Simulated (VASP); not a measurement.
**TaN: single point with PBEsol**

The system is TaN.

```xyz
4
Lattice="3.2031 0.0000 0.0000 -1.6016 2.7740 0.0000 0.0000 0.0000 6.2089" Properties=species:S:1:pos:R:3 pbc="T T T"
Ta    0.0000    1.8493    0.1869
Ta    1.6016    0.9247    3.2914
N     0.0000    1.8493    2.2035
N     1.6016    0.9247    5.3079
```

```yaml
Program: VASP 6.6.1
Task: single point
Functional: PBEsol
Potentials_or_basis: VASP PAW PBE potentials, release 64 (Ta_sv_GW, N)
Cutoff: 700 eV
k_mesh: 18 × 18 × 8
Occupations: gaussian, width 0.15 eV
Spin: no spin polarisation
```

```json
{"Pressure": "-18.0 GPa", "Largest force": "0.059 eV/Å", "Band gap on the k mesh": "zero (bands 18 and 19 overlap by 0.40 eV)"}
```

Forces on the atoms (eV/Å):
```
Ta   0.000  0.000  0.059
Ta   0.000  0.000  0.059
N    0.000  0.000 -0.059
N    0.000  0.000 -0.059
```

Stress tensor (GPa, compression positive):
```
-15.99   0.00   0.00
  0.00 -15.99   0.00
  0.00   0.00 -21.96
```

Levels at points of the mesh, in eV from the Fermi level:
```tsv
k point	band 16	band 17	band 18	band 19	band 20	band 21
(0.00, 0.00, 0.00)	-4.26	-0.90	-0.60	0.16	0.16	2.02
(0.50, 0.00, 0.00)	-3.52	-2.11	-0.51	1.09	2.02	2.48
(0.00, 0.00, 0.50)	-4.70	0.18	0.18	0.92	0.92	0.92
(0.50, 0.00, 0.50)	-4.52	-0.87	-0.87	1.38	1.38	3.05
```

Run time: 3.6 min on 1 thread of Intel(R) Xeon(R) 6975P-C (Granite Rapids), with other jobs on the host, peak memory 0.48 GiB.

Caveat: the stress differs along the axes, from -22 to -16 GPa; the PAW data sets were made with another functional, which shifts forces and pressure a little; spin-orbit coupling is left out, which moves the levels of the heavy elements.
